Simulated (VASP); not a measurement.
Input of a VASP 6.6.1 run:

INCAR

```
SYSTEM = GaAs
ALGO     = Normal         ! electronic algorithm
EDIFF    = 1E-8           ! SCF threshold, eV
ENCUT    = 520            ! plane-wave cutoff, eV
GGA      = PE             ! functional
ISIF     = 2              ! what is computed and relaxed
ISMEAR   = -1             ! smearing method
LASPH    = .True.         ! aspherical terms in the spheres
LCHARG   = .False.        ! write CHGCAR
LEFG     = .True.       
LREAL    = .False.        ! projectors in reciprocal space
LWAVE    = .False.        ! write WAVECAR
NBANDS   = 16             ! bands
NELM     = 100            ! most SCF steps
PREC     = Accurate       ! precision mode
SIGMA    = 0.08           ! smearing width, eV
```

KPOINTS

```
k-points
0
Gamma
  10 10 10
  0 0 0
```

The input POSCAR:

```
GaAs
1.0
    0.0000000000      2.8822925071      2.8822925071
    2.8822925071      0.0000000000      2.8822925071
    2.8822925071      2.8822925071      0.0000000000
Ga As
1 1
Direct
    0.0000000000      0.0000000000      0.0000000000
    0.7500000000      0.7500000000      0.7500000000
```

Potentials or basis: VASP PAW PBE potentials, release 64 (Ga_d, As).

The run is started by

```bash
$ cat potpaw_PBE.64/Ga_d/POTCAR potpaw_PBE.64/As/POTCAR > POTCAR
$ mpirun -np 1 vasp_std > vasp.out
```

(1) What does it give for the pressure?

Answers

(1) -0.4 GPa.

Caveat: without QUAD_EFG the Cq values of the log hold for a quadrupole moment of 1 mb, not for the nuclei.
